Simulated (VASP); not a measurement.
Runs of VASP 6.6.1 on PbS. The structure is that of space group Fm-3m (No. 225), or close to it. The cells are those of the table. 

```tsv
cell	pressure (GPa)	largest force (eV/Å)
a = 4.193 Å, angles 58.9°, 2 atoms	(a)	-
a = 4.161 Å, angles 57.9°, 2 atoms	6.6	0.01
a = 4.080 Å, angles 60.7°, 2 atoms	6.1	0.01
a = 4.114 Å, angles 61.8°, 2 atoms	2.5	0.01
```

Alike in all rows: task single point; level r2SCAN; potentials or basis VASP PAW PBE potentials, release 64 (Pb_d, S); no spin polarisation; k mesh 9 × 9 × 9; cutoff (eV) 520; smearing gaussian 0.05 eV.

Estimate the missing entries.

(a) 3.0.

Caveats: the PAW data sets were made with another functional, which shifts forces and pressure a little; the cell stands under pressure (at least some runs).
